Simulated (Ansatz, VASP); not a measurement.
Re: VASP beside Ansatz

INCAR

```
SYSTEM = Re
PREC     = Accurate       ! precision mode
ENCUT    = 600            ! plane-wave cutoff, eV
EDIFF    = 1E-6           ! SCF threshold, eV
ISMEAR   = -1             ! smearing method
SIGMA    = 0.05           ! smearing width, eV
LREAL    = .False.        ! projectors in reciprocal space
LASPH    = .True.         ! aspherical terms in the spheres
NELM     = 80             ! most SCF steps
ALGO     = Normal         ! electronic algorithm
ISIF     = 3              ! what is computed and relaxed
LWAVE    = .False.        ! write WAVECAR
LCHARG   = .False.        ! write CHGCAR
GGA      = PE             ! functional
IBRION   = 2              ! ionic algorithm
NSW      = 60             ! ionic steps
EDIFFG   = -0.01          ! ionic threshold
```

File KPOINTS:

```
regular mesh
0
Gamma
  11 11 3
  0 0 0
```

Contents of POSCAR:

```
Re
1.0
    2.7663873939      0.0000000000      0.0000000000
   -1.3831936969      2.3957617598      0.0000000000
    0.0000000000      0.0000000000      8.9388451600
Re
4
Direct
    0.6666666667      0.3333333333      0.7500000000
    0.0000000000      0.0000000000      0.5000000000
    0.3333333333      0.6666666667      0.2500000000
    0.0000000000      0.0000000000      0.0000000000
```

Contents of input.yaml:

```yaml
crystal:
  lattice:
    - [2.7663873939, 0.0, 0.0]
    - [-1.3831936969, 2.3957617598, 0.0]
    - [0.0, 0.0, 8.93884516]
  atoms:
    - { symbol: Re, position: [0.6666666667, 0.3333333333, 0.75] }
    - { symbol: Re, position: [0.0, 0.0, 0.5] }
    - { symbol: Re, position: [0.3333333333, 0.6666666667, 0.25] }
    - { symbol: Re, position: [0.0, 0.0, 0.0] }
hamiltonian:
  xc: pbe
  pseudopotentials: { kind: paw }
kpoints:
  mp_grid: { grid: [11, 11, 3] }
scf:
  occupations: { method: fermi_dirac, width: 0.05 }
output:
  forces: true
  stress: true
  eigenvalues: true
relax:
  f_tol: 0.01
  max_steps: 40
  cell: { stress_tol: 0.05 }
```

Alike in both runs: task relaxation of cell and atoms; functional PBE; k mesh 11 × 11 × 3; occupations fermi-dirac, width 0.05 eV; no spin polarisation.

|  | VASP | Ansatz |
| --- | --- | --- |
| version | VASP 6.6.1 | Ansatz 0.2.0 |
| potentials or method | VASP PAW PBE potentials, release 64 (Re) | Ansatz PAW |
| plane-wave cutoff (eV) | 600 | 420 |
| valence electrons in the cell | 28 | 60 |

```csv
,VASP,Ansatz,Ansatz less VASP
"gap on the k mesh at the Fermi level, each at its own relaxed structure (eV)",none,none,-
relaxed volume (Å³/atom),14.93,14.94,+0.017
relaxed length of the cell vector where the two differ most in proportion (Å),8.967,8.971,+0.0044
```

A gap of «none» marks a metal or a gap that the smearing closes. VASP's potentials hold 28 valence electrons a cell and Ansatz's 60, so a difference there can come from the potentials and not from the codes.

Spin-orbit coupling is off throughout. Noted on VASP's run: too few bands were computed for a metal, which touches its energy and stress. Noted on Ansatz's run: the plane-wave basis is chosen anew once the cell has moved, so the energies of steps on either side of that aren't comparable.
